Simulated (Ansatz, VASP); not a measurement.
**One calculation of Co, two programs**

Contents of INCAR:

```
SYSTEM = Co
PREC = Accurate
ENCUT = 600
EDIFF = 1E-6
ISMEAR = -1
SIGMA = 0.05
LREAL = .False.
LASPH = .True.
NELM = 200
ALGO = Normal
ISIF = 2
LWAVE = .False.
LCHARG = .False.
ISPIN = 2
MAGMOM = 2 2 2 2
LORBIT = 11
LMAXMIX = 4
GGA = B5
ALDAX = 1.0
AGGAX = 1.0
AGGAC = 1.0
ALDAC = 0.0
NBANDS = 46
GGA_COMPAT = .False.
```

KPOINTS

```
Automatic mesh
0
Gamma
  12 12 4
  0 0 0
```

File POSCAR:

```
Co
1.0
    2.4201280013      0.0000000000      0.0000000000
   -1.2100640007      2.0958923296      0.0000000000
    0.0000000000      0.0000000000      7.9231214745
Co
4
Direct
    0.6666666667      0.3333333333      0.7500000000
    0.0000000000      0.0000000000      0.5000000000
    0.3333333333      0.6666666667      0.2500000000
    0.0000000000      0.0000000000      0.0000000000
```

input.yaml

```yaml
crystal:
  lattice:
    - [2.4201280013, 0.0, 0.0]
    - [-1.2100640007, 2.0958923296, 0.0]
    - [0.0, 0.0, 7.9231214745]
  atoms:
    - { symbol: Co, position: [0.6666666667, 0.3333333333, 0.75], spin: 2.0 }
    - { symbol: Co, position: [0.0, 0.0, 0.5], spin: 2.0 }
    - { symbol: Co, position: [0.3333333333, 0.6666666667, 0.25], spin: 2.0 }
    - { symbol: Co, position: [0.0, 0.0, 0.0], spin: 2.0 }
hamiltonian:
  xc: blyp
  pseudopotentials: { kind: paw }
magnetization:
  spin_polarized: true
kpoints:
  mp_grid: { grid: [12, 12, 4] }
scf:
  occupations: { method: fermi_dirac, width: 0.05 }
output:
  forces: true
  stress: true
  eigenvalues: true
```

Alike in both runs: task single point; functional BLYP; k mesh 12 × 12 × 4; occupations fermi-dirac, width 0.05 eV; collinear spin.

|  | VASP | Ansatz |
| --- | --- | --- |
| version | VASP 6.6.1 | Ansatz 0.2.0 |
| potentials or method | VASP PAW PBE potentials, release 64 (Co_sv) | Ansatz PAW |
| plane-wave cutoff (eV) | 600 | 420 |
| valence electrons in the cell | 68 | 68 |

Ansatz gave:

```
gap on the k mesh at the Fermi level (eV)                     : none
pressure (GPa)                                                : 30.8
traceless stress, the component that is largest in VASP (GPa) : -2.28
net moment per atom (μB)                                      : 1.53
size of the moment on the site where the two differ most (μB) : 1.60
```

**Question.** Which values does VASP return?

**Answer.** gap on the k mesh at the Fermi level (eV): none; pressure (GPa): 27.4; traceless stress, the component that is largest in VASP (GPa): -2.26; net moment per atom (μB): 1.52; size of the moment on the site where the two differ most (μB): 1.58.

VASP's potentials were made for PBE, not for BLYP. Site moments also hang on the region over which each program counts them. A gap of «none» marks a metal or a gap that the smearing closes.
